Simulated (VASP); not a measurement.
# H10C6O in VASP: a series of runs, part 2 of 3

VASP 6.6.1.

### 3 Single point, PBE+D3(BJ)

Contents of INCAR:

```
SYSTEM = H10C6O
  ALGO = Normal
  EDIFF = 1E-7
  ENCUT = 520
  GGA = PE
  ISIF = 2
  ISMEAR = -1
  IVDW = 12
  LASPH = .True.
  LCHARG = .False.
  LREAL = Auto
  LWAVE = .False.
  NBANDS = 63
  NELM = 100
  PREC = Accurate
  SIGMA = 0.02
```

Contents of KPOINTS:

```
k-points
0
Gamma
  1 1 1
  0 0 0
```

Contents of POSCAR:

```
H10C6O
1.0
    7.2380700000      0.0000000000      0.0000000000
    0.0000000000      7.2380700000      0.0000000000
    0.0000000000      0.0000000000      7.2380700000
C O H
12 2 20
Direct
    0.0226303421      0.5610473510      0.1715788877
    0.1930210678      0.4819378647      0.2764272796
    0.5529650860      0.1146852683      0.3887776714
    0.6998688877      0.0614390300      0.2523324588
    0.8192929883      0.8699556650      0.8422549105
    0.6530746456      0.9012347214      0.8357338351
    0.2419291330      0.0594771811      1.0056824540
    0.1739966593      0.1553176468      0.8821274179
    0.7184650052      0.4207475197      0.7343808501
    0.7467598407      0.4451601048      0.5748908203
    0.2762062262      0.7397828427      0.6813832969
    0.2768279389      0.6098725213      0.8055876774
    0.3525387292      0.4717003290      0.1594071348
    0.7091945781      0.2167014135      0.1143398724
    0.4076086581      0.3491814807      0.1861545965
    0.2333080504      0.5364827917      0.4151935530
    0.1418057576      0.3376176246      0.2986155149
   -0.1113832831      0.5744210819      0.2476627057
    0.0247994286      0.7066662798      0.1441406342
    0.0063000220      0.4953668588      0.0443350230
    0.8061264950      0.1746874512      0.0323152443
    0.8304147376      0.0547521646      0.3195603248
    0.6809964535     -0.0753377627      0.1738308693
    0.5480742795      0.0262362757      0.5294781620
    0.5792842567      0.2542252285      0.4803075958
    0.4188823816      0.1151135593      0.3177642659
    0.5010866156      0.8623016909      0.8183949589
    0.9663487642      0.8395331905      0.8252614302
    0.1231267451      0.2005921468      0.7440243048
    0.2786654453     -0.0327849827      1.1168170521
    0.7463591814      0.4858062992      0.4300732101
    0.6862602876      0.3740361726      0.8603674736
    0.2977589330      0.5147919266      0.9275815238
    0.2355185844      0.8708122469      0.6198061085
```

Potentials or basis: VASP PAW PBE potentials, release 64 (C, O, H).

Command:

```
> cat potpaw_PBE.64/C/POTCAR potpaw_PBE.64/O/POTCAR potpaw_PBE.64/H/POTCAR > POTCAR
> mpirun -np 1 vasp_gam > vasp.out
```

It took 93 s on 1 thread of Intel Xeon 8259CL, shared host; peak memory 0.36 GiB.

It converged, with:

```
Free energy                : -184.6885 eV
Pressure                   : -2.0 GPa
Largest force              : 6.088 eV/Å
Band gap on the k mesh     : 4.21 eV
Dispersion energy per atom : -0.050 eV
```

Forces on the atoms (eV/Å):
```
C    0.156  1.767  2.465
C   -1.605 -1.119  0.192
C   -0.126  0.465  3.690
C   -0.628  0.384 -1.134
C   -0.202  0.096 -0.522
C   -0.510 -1.286 -0.311
C   -1.154  1.010 -1.318
C    0.465 -1.373  0.091
C    0.412  0.310 -0.631
C    0.207  1.107 -2.992
C   -0.602 -4.063  4.493
C    0.093  4.192 -3.983
O    0.289 -0.476  0.322
O   -0.179 -1.020  1.208
H    0.132  0.817 -0.399
H   -0.489  0.281 -0.642
H    0.440  0.174  0.328
H    0.729 -1.198 -0.056
H    0.994  1.139 -0.544
H   -0.458 -1.098 -1.505
H    0.195 -0.021 -0.476
H    1.225 -0.090  0.592
H   -0.235  1.218  0.813
H   -0.014  0.441 -2.494
H   -0.387 -1.851 -2.329
H   -0.239  0.062  0.480
H    1.682  0.783  0.367
H   -0.632  0.209  0.304
H    0.386  0.098  1.376
H    0.089  0.255 -0.205
H    0.298 -0.229  0.688
H   -0.732 -0.884  3.184
H    0.072  0.507 -0.877
H    0.328 -0.607 -0.173
```

Stress tensor (GPa, compression positive):
```
-1.41  1.51 -1.51
 1.51 -3.11  2.02
-1.51  2.02 -1.43
```

Levels at points of the mesh, in eV from the valence-band top:
```tsv
k point	band 38	band 39	band 40	band 41	band 42	band 43
(0.00, 0.00, 0.00)	-0.45	-0.25	0.00	4.21	4.62	4.82
```

Caveat: the k points lie up to 0.87 Å⁻¹ apart.

### 4 Single point, PBE+D3(BJ)

Contents of INCAR:

```
  PREC = Accurate
  ENCUT = 520
  EDIFF = 1E-6
  ISMEAR = -1
  SIGMA = 0.02
  LREAL = Auto
  LASPH = True
  NELM = 80
  ALGO = Normal
  ISIF = 2
  LWAVE = False
  LCHARG = False
  GGA = PE
  IVDW = 12
  NBANDS = 63
```

Contents of KPOINTS:

```
regular mesh
0
Gamma
  1 1 1
```

Contents of POSCAR:

```
H10C6O
1.0
    7.2380700000      0.0000000000      0.0000000000
    0.0000000000      7.2380700000      0.0000000000
    0.0000000000      0.0000000000      7.2380700000
C O H
12 2 20
Direct
    0.0343185407      0.5909724554      0.1835019556
    0.1795782577      0.4584785723      0.2955483990
    0.5500084967      0.1456327446      0.3934059770
    0.6913721475      0.0797588307      0.2497627130
    0.8082403182      0.8839234768      0.8316996105
    0.6442463253      0.8909004749      0.8367838388
    0.2165218076      0.0351198593      0.9757297180
    0.1378267964      0.1255721484      0.8554352196
    0.6881668732      0.4503548598      0.7193906663
    0.7730375639      0.4617114783      0.5786349123
    0.2764272796      0.7388986291      0.6724858975
    0.2438080870      0.6016659137      0.7618605512
    0.3600683608      0.4819931280      0.1823276094
    0.6927260996      0.2087434910      0.0995431102
    0.4340936189      0.3730552482      0.1795782577
    0.2365824039      0.5228603758      0.4130659140
    0.1428833929      0.3215498054      0.3053852754
   -0.0375652626      0.6736740595      0.2980766972
    0.1312366418      0.6901010905      0.1099602518
   -0.0973878396      0.5364966075      0.1023615411
    0.6307758836      0.1293576879     -0.0017684272
    0.8360792311      0.0655699655      0.3239813928
    0.6785096027     -0.0642712767      0.2053033474
    0.6154403038      0.1102503844      0.5260242026
    0.5486269130      0.2929233898      0.3963349346
    0.4240909524      0.0676423411      0.4207889672
    0.5065715032      0.9322789086      0.8349325165
    0.9538592470      0.8714063279      0.8465378202
    0.0248408761      0.1819960293      0.7688375492
    0.2945398428     -0.0362389421      1.0805366624
    0.8313265829      0.4574423845      0.4310541346
    0.6449923806      0.4547621120      0.8477536139
    0.2148086437      0.5015149066      0.8653549910
    0.3058411980      0.8552417979      0.5893283707
```

Potentials or basis: VASP PAW PBE potentials, release 64 (C, O, H).

Command:

```
> cat potpaw_PBE.64/C/POTCAR potpaw_PBE.64/O/POTCAR potpaw_PBE.64/H/POTCAR > POTCAR
> mpirun -np 1 vasp_gam > vasp.out
```

OUTCAR:

```text
PREC = Accurate
   ENCUT = 520
   EDIFF = 1E-6
   ISMEAR = -1
   LREAL = Auto
   LASPH = True
   NELM = 80
   ISIF = 2
   GGA = PE
   IVDW = 12
 IVDW          = 12

 ion  position               nearest neighbor table
   1  0.034  0.591  0.184-  19 1.14  18 1.15  20 1.19   2 1.64
   2  0.180  0.458  0.296-  17 1.03  16 1.05  13 1.55   1 1.64
   3  0.550  0.146  0.393-  25 1.07  26 1.09  24 1.10   4 1.53
   4  0.691  0.080  0.250-  23 1.10  22 1.18  14 1.43   3 1.53
   5  0.808  0.884  0.832-  28 1.06   6 1.19
   6  0.644  0.891  0.837-  27 1.04   5 1.19
   7  0.217  0.035  0.976-  30 1.08   8 1.23
   8  0.138  0.126  0.855-  29 1.11   7 1.23
   9  0.688  0.450  0.719-  32 0.98  10 1.19
  10  0.773  0.462  0.579-  31 1.15   9 1.19
  11  0.276  0.739  0.672-  34 1.06  12 1.21
  12  0.244  0.602  0.762-  33 1.06  11 1.21
  13  0.360  0.482  0.182-  15 0.95   2 1.55
  14  0.693  0.209  0.100-  21 1.03   4 1.43
  15  0.434  0.373  0.180-  13 0.95
  16  0.237  0.523  0.413-   2 1.05
  17  0.143  0.322  0.305-   2 1.03
  18  0.962  0.674  0.298-   1 1.15
  19  0.131  0.690  0.110-   1 1.14
  20  0.903  0.536  0.102-   1 1.19
[... 12 lines left out ...]
  33  0.215  0.502  0.865-  12 1.06
  34  0.306  0.855  0.589-  11 1.06

  LATTYP: Found a simple cubic cell.
 ALAT       =     7.2380700000

  Lattice vectors:

 A1 = (   7.2380700000,   0.0000000000,   0.0000000000)
 A2 = (   0.0000000000,   7.2380700000,   0.0000000000)
 A3 = (   0.0000000000,   0.0000000000,   7.2380700000)

Analysis of symmetry for initial positions (statically):
=====================================================================
 Subroutine PRICEL returns:
 Original cell was already a primitive cell.

 Routine SETGRP: Setting up the symmetry group for a
 simple cubic supercell.

 Subroutine GETGRP returns: Found  1 space group operations
 (whereof  1 operations were pure point group operations)
 out of a pool of 48 trial point group operations.

The static configuration has the point symmetry C_1 .

Analysis of symmetry for dynamics (positions and initial velocities):
=====================================================================
 Subroutine PRICEL returns:
 Original cell was already a primitive cell.

 Routine SETGRP: Setting up the symmetry group for a
 simple cubic supercell.

 Subroutine GETGRP returns: Found  1 space group operations
 (whereof  1 operations were pure point group operations)
 out of a pool of 48 trial point group operations.

The dynamic configuration has the point symmetry C_1 .

 Subroutine INISYM returns: Found  1 space group operations
 (whereof  1 operations are pure point group operations),
 and found     1 'primitive' translations

----------------------------------------------------------------------------------------

                                     Primitive cell

  volume of cell :     379.2000

  direct lattice vectors                    reciprocal lattice vectors
[... 94 lines left out ...]

  Length of vectors
     0.138158376  0.138158376  0.138158376

  Shift w.r.t. Gamma in fractional coordinates (k-lattice)
     0.000000000  0.000000000  0.000000000

 Subroutine IBZKPT returns following result:
 ===========================================

 Found      1 irreducible k-points:

 Following reciprocal coordinates:
            Coordinates               Weight
  0.000000  0.000000  0.000000      1.000000
   k-points           NKPTS =      1   k-points in BZ     NKDIM =      1   number of bands    NBANDS=     63
   number of dos      NEDOS =    301   number of ions     NIONS =     34
   total plane-waves  NPLWV = 157464
   dimension x,y,z NGX =    54 NGY =   54 NGZ =   54
   dimension x,y,z NGXF=   108 NGYF=  108 NGZF=  108
   ions per type =              12   2  20
   NGX,Y,Z   is equivalent  to a cutoff of  12.40, 12.40, 12.40 a.u.
   NGXF,Y,Z  is equivalent  to a cutoff of  24.81, 24.81, 24.81 a.u.
 SYSTEM =  unknown system
   PREC   = accura    normal or accurate (medium, high low for compatibility)
   ISTART =      0    job   : 0-new  1-cont  2-samecut
   ICHARG =      2    charge: 1-file 2-atom 10-const
   ISPIN  =      1    spin polarized calculation?
   LNONCOLLINEAR =      F non collinear calculations
   LSORBIT =      F    spin-orbit coupling
   LASPH  =      T    aspherical Exc in radial PAW
   ENCUT  =  520.0 eV  38.22 Ry    6.18 a.u.  13.46 13.46 13.46*2*pi/ulx,y,z
   NELM   =     80;   NELMIN=  2; NELMDL= -5     # of ELM steps
   EDIFF  = 0.1E-05   stopping-criterion for ELM
   LREAL  =      T    real-space projection
   EDIFFG = 0.1E-04   stopping-criterion for IOM
   NSW    =      0    number of steps for IOM
   IBRION =     -1    ionic relax: 0-MD 1-quasi-New 2-CG
   NFREE  =      0    steps in history (QN), initial steepest desc. (CG)
   ISIF   =      2    stress and relaxation
   ISYM   =      2    0-nonsym 1-usesym 2-fastsym
   POTIM  = 0.5000    time-step for ionic-motion
   TEBEG  =    0.0;   TEEND  =   0.0 temperature during run
   PSTRESS=    0.0 pullay stress
   NELECT =      80.0000    total number of electrons
   NUPDOWN=      -1.0000    fix difference up-down
   EMIN   =  10.00;   EMAX   =-10.00  energy-range for DOS
   EFERMI =   0.00;   METHOD = LEGACY
   ISMEAR =    -1;   SIGMA  =   0.02  broadening in eV -4-tet -1-fermi 0-gaus
   EFERMI_NEDOS =   21; number of points for ismear=-14 and -15
   IALGO  =     38    algorithm
   IMIX   =      4    mixing-type and parameters
     AMIX     =   0.40;   BMIX     =  1.00
     AMIX_MAG =   1.60;   BMIX_MAG =  1.00
  volume/ion in A,a.u.               =      11.15        75.26
  Fermi-wavevector in a.u.,A,eV,Ry     =   0.974575  1.841680 12.922772  0.949797
  Thomas-Fermi vector in A             =   2.105046
   LORBIT       =      0    0 simple, 1 ext, 2 COOP (PROOUT), +10 PAW based schemes
   GGA     = PE    functional components
   LHFCALC =     F    Hartree Fock is set to
   AEXX    =    0.0000 exact exchange contribution
   IVDW    =    12    specifies the selected vdW correction
   LEPSILON=     F    determine dielectric tensor
   LRPA    =     F    only Hartree local field effects (RPA)
 non-spin polarized calculation
  energy-cutoff  :      520.00
  volume of cell :      379.20
 maximum number of plane-waves:      5126
 NGX is ok and might be reduce to    54
   NGX = 27   NGY = 27   NGZ = 27

 number of electron      79.9999994 magnetization

 Free energy of the ion-electron system (eV)
  ---------------------------------------------------
  ext. energy  EPLUGINS =         0.00000000
  ---------------------------------------------------
  free energy    TOTEN  =      -182.83414988 eV

  energy without entropy =     -182.83414988  energy(sigma->0) =     -182.83414988

 E-fermi :  -1.8854     XC(G=0):  -6.9266

 val. band max:       -2.4036132055   @ k =   0.0000   0.0000   0.0000
 cond. band min:       1.8968047642   @ k =   0.0000   0.0000   0.0000
 fundamental gap:      4.3004179696
 Fermi energy:        -1.8854287456

 k-point     1 :       0.0000    0.0000    0.0000
  band No.  band energies     occupation
      1     -21.9258      2.00000
      2     -20.9030      2.00000
      3     -15.6581      2.00000
      4     -15.2887      2.00000
      5     -15.0980      2.00000
      6     -15.0245      2.00000
[... 44 lines left out ...]
     51       4.3965      0.00000
     52       4.5287      0.00000
 [bands above 52 left out]

------------------------ aborting loop because EDIFF is reached ----------------------------------------

 Edisp (eV)   -1.69677

 E8    (eV) :    -0.4038

  FORCE on cell =-STRESS in cart. coord.  units (eV):
  Direction    XX          YY          ZZ          XY          YZ          ZX
  --------------------------------------------------------------------------------------
  -------------------------------------------------------------------------------------
  Total      -3.33192     3.10706     3.09010     1.79916     3.15188    -4.25524
  in kB     -14.07785    13.12781    13.05613     7.60172    13.31717   -17.97905
  external pressure =        4.04 kB  Pullay stress =        0.00 kB

 VOLUME and BASIS-vectors are now :
 -----------------------------------------------------------------------------
  energy-cutoff  :      520.00
  volume of cell :      379.20
      direct lattice vectors                 reciprocal lattice vectors
     7.238070000  0.000000000  0.000000000     0.138158376  0.000000000  0.000000000
     0.000000000  7.238070000  0.000000000     0.000000000  0.138158376  0.000000000
     0.000000000  0.000000000  7.238070000     0.000000000  0.000000000  0.138158376

 POSITION                                       TOTAL-FORCE (eV/Angst)
 -----------------------------------------------------------------------------------
      0.24840      4.27750      1.32820        -0.479575      0.140048      1.854450
      1.29980      3.31850      2.13920         1.392985      3.359452     -4.020314
      3.98100      1.05410      2.84750         1.654431     -1.980771      1.431586
      5.00420      0.57730      1.80780         1.208252     -0.091221      1.657073
      5.85010      6.39790      6.01990         1.874890     -0.493419      0.194284
      4.66310      6.44840      6.05670        -1.105757      0.453586     -0.143679
[... 26 lines left out ...]
      1.55480      3.63000      6.26350         0.045314     -0.459268      0.096731
      2.21370      6.19030      4.26560         0.084086      0.301973     -0.337421
 -----------------------------------------------------------------------------------
    total drift:                               -0.042059     -0.018257      0.026951

  FREE ENERGIE OF THE ION-ELECTRON SYSTEM (eV)
  ---------------------------------------------------
  free  energy   TOTEN  =      -184.5309191484 eV

  energy  without entropy=     -184.5309191484  energy(sigma->0) =     -184.53091915
```

It took 85 s on 1 thread of Intel Xeon 8259CL, shared host; peak memory 0.35 GiB.

What came out:

- Free energy: -184.5309 eV
- Pressure: 0.4 GPa
- Largest force: 5.421 eV/Å
- Band gap on the k mesh: 4.30 eV
- Dispersion energy per atom: -0.050 eV

Forces on the atoms (eV/Å):
```
C   -0.480  0.140  1.854
C    1.393  3.359 -4.020
C    1.654 -1.981  1.432
C    1.208 -0.091  1.657
C    1.875 -0.493  0.194
C   -1.106  0.454 -0.144
C   -0.335  1.150 -0.956
C   -0.436 -0.612  0.947
C    1.198  0.002 -2.347
C    1.537 -0.211 -3.899
C   -0.163 -0.573  0.064
C    0.018  0.595  0.058
O   -1.851  0.662 -0.192
O   -1.016 -1.691 -1.565
H    0.442 -1.058  0.076
H   -0.763  0.368  1.712
H   -0.675 -2.445  0.266
H    0.650 -0.281 -0.907
H   -1.198 -0.772  0.151
H    2.424  0.185  0.665
H    1.314  1.537  1.026
H   -1.322  0.872 -1.006
H   -0.557 -0.095 -0.348
H    0.203  0.230  0.245
H   -0.717  0.746 -0.059
H   -0.793  0.283 -1.100
H   -1.329 -0.108 -0.090
H    0.231 -0.225 -0.168
H    1.074 -0.086  0.438
H   -0.081  0.076 -0.189
H   -0.807  0.169  2.315
H   -1.720  0.049  4.130
H    0.045 -0.459  0.097
H    0.084  0.302 -0.337
```

Stress tensor (GPa, compression positive):
```
-1.41  0.76 -1.80
 0.76  1.31  1.33
-1.80  1.33  1.31
```

Caveat: the k points lie up to 0.87 Å⁻¹ apart.

[end of part 2 of 3]
